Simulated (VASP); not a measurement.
Runs of VASP 6.6.1 on NaCl. The structure is that of space group F-43m (No. 216), or close to it. The cells are those of the table. 

| task | level | potentials or basis | cell | k mesh | cutoff (eV) | smearing | k mesh for the DOS | occupations for the DOS | gap on the mesh (eV) | pressure (GPa) |
| --- | --- | --- | --- | --- | --- | --- | --- | --- | --- | --- |
| single point | PBE | VASP PAW PBE potentials, release 64 (Na_pv, Cl) | a = 4.122 Å, angles 60.0°, 2 atoms | 6 × 6 × 6 | 520 | gaussian 0.1 eV | - | - | 5.39 | (a) |
| relaxation of cell and atoms | PBE | VASP PAW PBE potentials, release 64 (Na_pv, Cl) | relaxed from a = 4.122 Å, angles 60.0°, 2 atoms | 6 × 6 × 6 | 600 | gaussian 0.1 eV | - | - | 4.85 | 0.0 |
| single point | r2SCAN | VASP PAW PBE potentials, release 64 (Na_pv, Cl) | a = 4.420 Å, angles 60.0°, 2 atoms | 6 × 6 × 6 | 520 | gaussian 0.02 eV | - | - | 5.48 | -0.7 |
| single point | PBE | VASP PAW PBE potentials, release 64 (Na_pv, Cl) | a = 4.420 Å, angles 60.0°, 2 atoms | 6 × 6 × 6 | 520 | gaussian 0.1 eV | - | - | 4.85 | 0.0 |
| single point | PBE | VASP PAW PBE potentials, release 64 (Na_pv, Cl) | a = 4.420 Å, angles 60.0°, 2 atoms | 6 × 6 × 6 | 520 | gaussian 0.02 eV | - | - | 4.85 | 0.0 |
| relaxation of cell and atoms | PBE | VASP PAW PBE potentials, release 64 (Na_pv, Cl) | relaxed from a = 4.420 Å, angles 60.0°, 2 atoms | 6 × 6 × 6 | 600 | gaussian 0.02 eV | - | - | 4.85 | 0.0 |

Alike in all rows: no spin polarisation.

Q: Estimate the missing entries.

A: (a) 5.7.

Caveats: the PAW data sets were made with another functional, which shifts forces and pressure a little (some runs); the relaxation stopped at its first step, so nothing moved (some runs).

